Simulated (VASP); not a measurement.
KBr:

```xyz
2
Lattice="0.0000 3.3000 3.3000 3.3000 0.0000 3.3000 3.3000 3.3000 0.0000" Properties=species:S:1:pos:R:3 pbc="T T T"
Br    3.3000    3.3000    3.3000
K     0.0000    0.0000    0.0000
```

```yaml
Program: VASP 6.6.1
Task: relaxation of cell and atoms
Functional: BLYP
Dispersion: D3(BJ)
Potentials_or_basis: VASP PAW PBE potentials, release 64 (Br, K_sv)
Cutoff: 600 eV
k_mesh: 7 × 7 × 7
Occupations: fermi-dirac, width 0.05 eV
Spin: no spin polarisation
```

At the start: pressure -0.7 GPa; volume 35.94 Å³/atom.

Problem. How do energy, volume and symmetry change on relaxing?

Solution. Over 3 steps the energy falls by 3.3 meV/atom and the volume is 34.55 Å³/atom (-3.9 %); space group Fm-3m (No. 225, to 0.1 Å) before and after.

Step by step:
| step | energy change (eV) | largest force (eV/Å) | pressure (GPa) | volume (Å³) |
| --- | --- | --- | --- | --- |
| 1 | 0.0000 | 0.0000 | -0.68 | 71.87 |
| 2 | -0.0050 | 0.0000 | -0.33 | 70.30 |
| 3 | -0.0065 | 0.0000 | -0.04 | 69.09 |

Final structure:
```yaml
crystal:
  lattice:
    - [0.00000, 3.25683, 3.25683]
    - [3.25683, 0.00000, 3.25683]
    - [3.25683, 3.25683, 0.00000]
  atoms:
    - { symbol: Br, position: [0.50000, 0.50000, 0.50000] }
    - { symbol: K, position: [0.00000, 0.00000, 0.00000] }
```

Caveat: the PAW data sets were made with another functional, which shifts forces and pressure a little.
